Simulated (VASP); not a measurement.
# HfC (Fm-3m) in VASP: a series of runs

Runs on HfC. Level: PBE. Tasks: single point.

Everything below comes from runs of VASP 6.6.1. Logs are shortened: lines on timing, memory, paths and dates and some standing lists are left out, and cuts for length are marked.

## Step 1: The cell of the first run

The structure is cubic, space group Fm-3m (No. 225). The conventional cell has a = 4.650 Å, b = 4.650 Å, c = 4.650 Å, α = 90.00°, β = 90.00°, γ = 90.00°. Within 3.1 Å of Hf (site symmetry m-3m) lie 6 C at 2.33 Å. C (site symmetry m-3m) has 6 Hf at 2.33 Å within 3.1 Å.

## Step 2: Single point, PBE

File INCAR:

```
SYSTEM = HfC
ALGO     = Normal         ! electronic algorithm
EDIFF    = 1E-6           ! SCF threshold, eV
ENCUT    = 520            ! plane-wave cutoff, eV
GGA      = PE             ! functional
ISIF     = 2              ! what is computed and relaxed
ISMEAR   = 0              ! smearing method
LASPH    = .True.         ! aspherical terms in the spheres
LCHARG   = .False.        ! write CHGCAR
LREAL    = .False.        ! projectors in reciprocal space
LWAVE    = .False.        ! write WAVECAR
NBANDS   = 14             ! bands
NELM     = 60             ! most SCF steps
PREC     = Accurate       ! precision mode
SIGMA    = 0.1            ! smearing width, eV
```

File KPOINTS:

```
k-points
0
Gamma
  6 6 6
  0 0 0
```

File POSCAR:

```
HfC
1.0
    0.0000000000      2.3250000500      2.3250000500
    2.3250000500      0.0000000000      2.3250000500
    2.3250000500      2.3250000500      0.0000000000
Hf C
1 1
Direct
    0.5000000000      0.5000000000      0.5000000000
    0.0000000000      0.0000000000      0.0000000000
```

Potentials or basis: VASP PAW PBE potentials, release 64 (Hf_pv, C).

The run is started by

```console
cat potpaw_PBE.64/Hf_pv/POTCAR potpaw_PBE.64/C/POTCAR > POTCAR
mpirun -np 1 vasp_std > vasp.out
```

OUTCAR:

```text
SYSTEM = HfC
   EDIFF = 1E-6
   ENCUT = 520
   GGA = PE
   ISIF = 2
   ISMEAR = 0
   LASPH = .True.
   LREAL = .False.
   NELM = 60
   PREC = Accurate

 ion  position               nearest neighbor table
   1  0.500  0.500  0.500-   2 2.33   2 2.33   2 2.33   2 2.33   2 2.33   2 2.33
   2  0.000  0.000  0.000-   1 2.33   1 2.33   1 2.33   1 2.33   1 2.33   1 2.33

  LATTYP: Found a face centered cubic cell.
 ALAT       =     4.6500001000

  Lattice vectors:

 A1 = (   0.0000000000,   2.3250000500,   2.3250000500)
 A2 = (   2.3250000500,   0.0000000000,   2.3250000500)
 A3 = (   2.3250000500,   2.3250000500,   0.0000000000)

Analysis of symmetry for initial positions (statically):
=====================================================================
 Subroutine PRICEL returns:
 Original cell was already a primitive cell.

 Routine SETGRP: Setting up the symmetry group for a
 face centered cubic supercell.

 Subroutine GETGRP returns: Found 48 space group operations
 (whereof 48 operations were pure point group operations)
 out of a pool of 48 trial point group operations.

The static configuration has the point symmetry O_h .

Analysis of symmetry for dynamics (positions and initial velocities):
=====================================================================
 Subroutine PRICEL returns:
 Original cell was already a primitive cell.

 Routine SETGRP: Setting up the symmetry group for a
 face centered cubic supercell.

 Subroutine GETGRP returns: Found 48 space group operations
 (whereof 48 operations were pure point group operations)
 out of a pool of 48 trial point group operations.

The dynamic configuration has the point symmetry O_h .

 Subroutine INISYM returns: Found 48 space group operations
 (whereof 48 operations are pure point group operations),
 and found     1 'primitive' translations

----------------------------------------------------------------------------------------

                                     Primitive cell

  volume of cell :      25.1362

  direct lattice vectors                    reciprocal lattice vectors
     0.000000000  2.325000050  2.325000050    -0.215053759  0.215053759  0.215053759
     2.325000050  0.000000000  2.325000050     0.215053759 -0.215053759  0.215053759
     2.325000050  2.325000050  0.000000000     0.215053759  0.215053759 -0.215053759

  length of vectors
     3.288046603  3.288046603  3.288046603     0.372484037  0.372484037  0.372484037

  position of ions in fractional coordinates (direct lattice)
     0.500000000  0.500000000  0.500000000
     0.000000000  0.000000000  0.000000000

  ion indices of the primitive-cell ions
   primitive index   ion index
                 1           1
                 2           2

----------------------------------------------------------------------------------------

 KPOINTS: k-points

Automatic generation of k-mesh.
 Grid dimensions read from file:
 generate k-points for:    6    6    6

 Generating k-lattice:

  Cartesian coordinates                     Fractional coordinates (reciprocal lattice)
    -0.035842293  0.035842293  0.035842293     0.166666667  0.000000000  0.000000000
     0.035842293 -0.035842293  0.035842293     0.000000000  0.166666667  0.000000000
     0.035842293  0.035842293 -0.035842293     0.000000000  0.000000000  0.166666667

  Length of vectors
     0.062080673  0.062080673  0.062080673

  Shift w.r.t. Gamma in fractional coordinates (k-lattice)
     0.000000000  0.000000000  0.000000000

 Subroutine IBZKPT returns following result:
 ===========================================

 Found     16 irreducible k-points:

 Following reciprocal coordinates:
            Coordinates               Weight
  0.000000  0.000000  0.000000      1.000000
  0.166667  0.000000  0.000000      8.000000
  0.333333  0.000000  0.000000      8.000000
  0.500000  0.000000  0.000000      4.000000
  0.166667  0.166667  0.000000      6.000000
  0.333333  0.166667  0.000000     24.000000
[... 8 lines left out ...]
 -0.333333  0.333333  0.166667     24.000000
 -0.333333  0.500000  0.166667     12.000000
   k-points           NKPTS =     16   k-points in BZ     NKDIM =     16   number of bands    NBANDS=     14
   number of dos      NEDOS =    301   number of ions     NIONS =      2
   total plane-waves  NPLWV =  13824
   dimension x,y,z NGX =    24 NGY =   24 NGZ =   24
   dimension x,y,z NGXF=    48 NGYF=   48 NGZF=   48
   ions per type =               1   1
   NGX,Y,Z   is equivalent  to a cutoff of  12.13, 12.13, 12.13 a.u.
   NGXF,Y,Z  is equivalent  to a cutoff of  24.27, 24.27, 24.27 a.u.
 SYSTEM =  HfC
   PREC   = accura    normal or accurate (medium, high low for compatibility)
   ISTART =      0    job   : 0-new  1-cont  2-samecut
   ICHARG =      2    charge: 1-file 2-atom 10-const
   ISPIN  =      1    spin polarized calculation?
   LNONCOLLINEAR =      F non collinear calculations
   LSORBIT =      F    spin-orbit coupling
   LASPH  =      T    aspherical Exc in radial PAW
   ENCUT  =  520.0 eV  38.22 Ry    6.18 a.u.   6.11  6.11  6.11*2*pi/ulx,y,z
   NELM   =     60;   NELMIN=  2; NELMDL= -5     # of ELM steps
   EDIFF  = 0.1E-05   stopping-criterion for ELM
   LREAL  =      F    real-space projection
   EDIFFG = 0.1E-04   stopping-criterion for IOM
   NSW    =      0    number of steps for IOM
   IBRION =     -1    ionic relax: 0-MD 1-quasi-New 2-CG
   NFREE  =      0    steps in history (QN), initial steepest desc. (CG)
   ISIF   =      2    stress and relaxation
   ISYM   =      2    0-nonsym 1-usesym 2-fastsym
   POTIM  = 0.5000    time-step for ionic-motion
   TEBEG  =    0.0;   TEEND  =   0.0 temperature during run
   PSTRESS=    0.0 pullay stress
   NELECT =      14.0000    total number of electrons
   NUPDOWN=      -1.0000    fix difference up-down
   EMIN   =  10.00;   EMAX   =-10.00  energy-range for DOS
   EFERMI =   0.00;   METHOD = LEGACY
   ISMEAR =     0;   SIGMA  =   0.10  broadening in eV -4-tet -1-fermi 0-gaus
   EFERMI_NEDOS =   21; number of points for ismear=-14 and -15
   IALGO  =     38    algorithm
   IMIX   =      4    mixing-type and parameters
     AMIX     =   0.40;   BMIX     =  1.00
     AMIX_MAG =   1.60;   BMIX_MAG =  1.00
  volume/ion in A,a.u.               =      12.57        84.81
  Fermi-wavevector in a.u.,A,eV,Ry     =   1.346949  2.545365 24.684671  1.814272
  Thomas-Fermi vector in A             =   2.474740
   LORBIT       =      0    0 simple, 1 ext, 2 COOP (PROOUT), +10 PAW based schemes
   GGA     = PE    functional components
   LHFCALC =     F    Hartree Fock is set to
   AEXX    =    0.0000 exact exchange contribution
   IVDW    =     0    specifies the selected vdW correction
   LEPSILON=     F    determine dielectric tensor
   LRPA    =     F    only Hartree local field effects (RPA)
 non-spin polarized calculation
 Gauss-broadening in eV      SIGMA  =   0.10
  energy-cutoff  :      520.00
  volume of cell :       25.14
 maximum number of plane-waves:       700
   NGX = 13   NGY = 13   NGZ = 13

 number of electron      14.0000000 magnetization

 Free energy of the ion-electron system (eV)
  ---------------------------------------------------
  ext. energy  EPLUGINS =         0.00000000
  ---------------------------------------------------
  free energy    TOTEN  =       -21.03341714 eV

  energy without entropy =      -21.03072740  energy(sigma->0) =      -21.03207227

 E-fermi :   5.8116     XC(G=0): -12.2838

 val. band max:        5.7248711981   @ k =   0.1667   0.1667   0.0000
 cond. band min:       5.8655347693   @ k =   0.5000   0.5000   0.0000
 fundamental gap:      0.1406635712
 Fermi energy:         5.8116480055

 k-point     1 :       0.0000    0.0000    0.0000
  band No.  band energies     occupation
      1     -23.6216      2.00000
      2     -23.6216      2.00000
      3     -23.6216      2.00000
      4      -6.3492      2.00000
      5       6.9643      0.00000
      6       6.9643      0.00000
      7       6.9643      0.00000
      8       7.3433      0.00000
      9       7.3433      0.00000
     10       7.3433      0.00000
     11       9.3433      0.00000
     12       9.3433      0.00000
     13      12.7885      0.00000
     14      16.9536      0.00000

 k-point     2 :       0.1667    0.0000    0.0000
  band No.  band energies     occupation
      1     -23.7993      2.00000
      2     -23.6389      2.00000
      3     -23.6389      2.00000
      4      -5.6770      2.00000
      5       4.4069      2.00000
      6       5.1267      2.00000
      7       5.1267      2.00000
      8       8.2033      0.00000
      9       8.2033      0.00000
     10       8.4798      0.00000
     11      11.7366      0.00000
     12      11.7366      0.00000
     13      14.0983      0.00000
     14      18.7014      0.00000

 k-point     3 :       0.3333    0.0000    0.0000
  band No.  band energies     occupation
      1     -24.1360      2.00000
      2     -23.6732      2.00000
      3     -23.6732      2.00000
      4      -4.0121      2.00000
      5       1.5502      2.00000
      6       3.5339      2.00000
      7       3.5339      2.00000
      8       9.6433      0.00000
      9       9.9633      0.00000
     10       9.9633      0.00000
     11      14.9515      0.00000
     12      15.2086      0.00000
     13      15.2086      0.00000
     14      19.6610      0.00000
[... 188 lines left out ...]
 k-point    15 :      -0.3333    0.3333    0.1667
  band No.  band energies     occupation
      1     -24.1305      2.00000
      2     -23.9514      2.00000
      3     -23.7923      2.00000
      4      -3.4596      2.00000
      5       1.7056      2.00000
      6       3.2461      2.00000
      7       3.6442      2.00000
      8       9.6732      0.00000
      9       9.7163      0.00000
     10      12.3166      0.00000
     11      14.3853      0.00000
     12      14.6414      0.00000
     13      18.1551      0.00000
     14      19.1551      0.00000

 k-point    16 :      -0.3333    0.5000    0.1667
  band No.  band energies     occupation
      1     -24.1251      2.00000
      2     -23.9449      2.00000
      3     -23.8626      2.00000
      4      -3.9174      2.00000
      5       3.2548      2.00000
      6       3.4432      2.00000
      7       3.5813      2.00000
      8       7.9660      0.00000
      9      11.2149      0.00000
     10      12.6955      0.00000
     11      12.7131      0.00000
     12      14.4326      0.00000
     13      17.5239      0.00000
     14      19.1135      0.00000

------------------------ aborting loop because EDIFF is reached ----------------------------------------

  FORCE on cell =-STRESS in cart. coord.  units (eV):
  Direction    XX          YY          ZZ          XY          YZ          ZX
  --------------------------------------------------------------------------------------
  -------------------------------------------------------------------------------------
  Total       -0.0627216     -0.0627216     -0.0627216     -0.0000000     -0.0000000      0.0000000
  in kB       -3.9978706     -3.9978706     -3.9978706     -0.0000000     -0.0000000      0.0000000
  external PRESSURE =      -3.9978706 kB  Pullay stress =       0.0000000 kB

 VOLUME and BASIS-vectors are now :
 -----------------------------------------------------------------------------
  energy-cutoff  :      520.00
  volume of cell :       25.14
      direct lattice vectors                 reciprocal lattice vectors
     0.000000000  2.325000050  2.325000050    -0.215053759  0.215053759  0.215053759
     2.325000050  0.000000000  2.325000050     0.215053759 -0.215053759  0.215053759
     2.325000050  2.325000050  0.000000000     0.215053759  0.215053759 -0.215053759

 POSITION                                       TOTAL-FORCE (eV/Angst)
 -----------------------------------------------------------------------------------
      2.32500      2.32500      2.32500         0.000000      0.000000      0.000000
      0.00000      0.00000      0.00000         0.000000      0.000000      0.000000
 -----------------------------------------------------------------------------------
    total drift:                                0.000000     -0.000000      0.000000

  FREE ENERGIE OF THE ION-ELECTRON SYSTEM (eV)
  ---------------------------------------------------
  free  energy   TOTEN  =       -21.0334171367 eV

  energy  without entropy=      -21.0307273998  energy(sigma->0) =      -21.03207227
```

Run time: 2.9 s. Hardware: 1 thread of Intel Xeon 6975P-C (Granite Rapids), shared host; peak memory 0.13 GiB.

What came out:

| Quantity | Value |
| --- | --- |
| Free energy | -21.0334 eV |
| Pressure | -0.4 GPa |
| Band gap on the k mesh | zero (band 7 reaches 6.96 eV, above the bottom of band 8 at 5.60 eV) |

Levels at points of the mesh, in eV from the Fermi level:
| k point | band 4 | band 5 | band 6 | band 7 | band 8 | band 9 | band 10 | band 11 |
| --- | --- | --- | --- | --- | --- | --- | --- | --- |
| (0.00, 0.00, 0.00) | -12.16 | 1.15 | 1.15 | 1.15 | 1.53 | 1.53 | 1.53 | 3.53 |
| (0.50, 0.00, 0.00) | -8.42 | -5.99 | -2.83 | -2.83 | 5.46 | 5.46 | 5.92 | 6.69 |
| (0.50, 0.50, 0.00) | -10.26 | -2.44 | -1.63 | 0.05 | 0.05 | 5.45 | 6.87 | 6.87 |

Caveat: the k points lie up to 0.39 Å⁻¹ apart; spin-orbit coupling is left out, which moves the levels of the heavy elements.

## Step 3: Single point, PBE

File INCAR:

```
PREC = Accurate ; ENCUT = 520
EDIFF = 1E-7 ; ISMEAR = 0
SIGMA = 0.1 ; LREAL = F
LASPH = T ; NELM = 100
ALGO = Normal ; ISIF = 2
LWAVE = F ; LCHARG = F
GGA = PE ; NBANDS = 14
```

File KPOINTS:

```
Automatic mesh
0
Gamma
  20 20 20
```

File POSCAR:

```
HfC
1.0
    0.0000000000      2.3256690571      2.3256690571
    2.3256690571      0.0000000000      2.3256690571
    2.3256690571      2.3256690571      0.0000000000
Hf C
1 1
Direct
    0.5000000000      0.5000000000      0.5000000000
    0.0000000000      0.0000000000      0.0000000000
```

Potentials or basis: VASP PAW PBE potentials, release 64 (Hf_pv, C).

The run is started by

```console
cat potpaw_PBE.64/Hf_pv/POTCAR potpaw_PBE.64/C/POTCAR > POTCAR
mpirun -np 1 vasp_std > vasp.out
```

OUTCAR:

```text
PREC = Accurate
   ENCUT = 520
   EDIFF = 1E-7
   ISMEAR = 0
   LREAL = F
   LASPH = T
   NELM = 100
   ISIF = 2
   GGA = PE

 ion  position               nearest neighbor table
   1  0.500  0.500  0.500-   2 2.33   2 2.33   2 2.33   2 2.33   2 2.33   2 2.33
   2  0.000  0.000  0.000-   1 2.33   1 2.33   1 2.33   1 2.33   1 2.33   1 2.33

  LATTYP: Found a face centered cubic cell.
 ALAT       =     4.6513381142

  Lattice vectors:

 A1 = (   0.0000000000,   2.3256690571,   2.3256690571)
 A2 = (   2.3256690571,   0.0000000000,   2.3256690571)
[... 585 lines left out ...]
     10      10.8790      0.00000
     11      14.4851      0.00000
     12      15.2943      0.00000
     13      16.3174      0.00000
     14      19.6492      0.00000

 [... further k-points ...]
[... 5 lines left out ...]
  --------------------------------------------------------------------------------------
  -------------------------------------------------------------------------------------
  Total       -0.1022371     -0.1022371     -0.1022371      0.0000000      0.0000000      0.0000000
  in kB       -6.5109675     -6.5109675     -6.5109675      0.0000000      0.0000000      0.0000000
  external PRESSURE =      -6.5109675 kB  Pullay stress =       0.0000000 kB

 VOLUME and BASIS-vectors are now :
 -----------------------------------------------------------------------------
  energy-cutoff  :      520.00
  volume of cell :       25.16
      direct lattice vectors                 reciprocal lattice vectors
     0.000000000  2.325669057  2.325669057    -0.214991896  0.214991896  0.214991896
     2.325669057  0.000000000  2.325669057     0.214991896 -0.214991896  0.214991896
     2.325669057  2.325669057  0.000000000     0.214991896  0.214991896 -0.214991896

 POSITION                                       TOTAL-FORCE (eV/Angst)
 -----------------------------------------------------------------------------------
      2.32567      2.32567      2.32567         0.000000      0.000000      0.000000
      0.00000      0.00000      0.00000        -0.000000     -0.000000     -0.000000
 -----------------------------------------------------------------------------------
    total drift:                                0.000000     -0.000000      0.000000

  FREE ENERGIE OF THE ION-ELECTRON SYSTEM (eV)
  ---------------------------------------------------
  free  energy   TOTEN  =       -21.0468602639 eV

  energy  without entropy=      -21.0458811344  energy(sigma->0) =      -21.04637070
```

Run time: 26 s. Hardware: 1 thread of Intel Xeon 6975P-C (Granite Rapids), shared host; peak memory 0.21 GiB.

What came out:

```yaml
Free_energy: -21.0469 eV
Pressure: -0.7 GPa
Band_gap_on_the_k_mesh: zero (band 7 reaches 6.95 eV, above the bottom of band 8 at 5.52 eV)
```

Caveat: spin-orbit coupling is left out, which moves the levels of the heavy elements.

## Step 4: Single point, PBE

File INCAR:

```
SYSTEM = HfC
PREC = Accurate
ENCUT = 520
EDIFF = 1E-6
ISMEAR = 0
SIGMA = 0.1
LREAL = .FALSE.
LASPH = .TRUE.
NELM = 60
ALGO = Normal
ISIF = 2
LWAVE = .FALSE.
LCHARG = .FALSE.
GGA = PE
NBANDS = 14
```

File KPOINTS:

```
regular mesh
0
G
  20 20 20
  0 0 0
```

POSCAR is that of step 3.

The run is started by

```console
cat potpaw_PBE.64/Hf_pv/POTCAR potpaw_PBE.64/C/POTCAR > POTCAR
mpirun -np 1 vasp_std > vasp.out
```

Run time: 22 s. Hardware: 1 thread of Intel Xeon 6975P-C (Granite Rapids), shared host; peak memory 0.21 GiB.

Results (log left out):

- Free energy: -21.0469 eV
- Pressure: -0.7 GPa
- Band gap on the k mesh: zero (band 7 reaches 6.95 eV, above the bottom of band 8 at 5.52 eV)

Levels at points of the mesh, in eV from the Fermi level:
```tsv
k point	band 4	band 5	band 6	band 7	band 8	band 9	band 10	band 11
(0.00, 0.00, 0.00)	-12.30	1.01	1.01	1.01	1.40	1.40	1.40	3.40
(0.50, 0.00, 0.00)	-8.56	-6.12	-2.97	-2.97	5.32	5.32	5.79	6.56
(0.50, 0.50, 0.00)	-10.40	-2.58	-1.76	-0.09	-0.09	5.31	6.74	6.74
```

Caveat: spin-orbit coupling is left out, which moves the levels of the heavy elements.
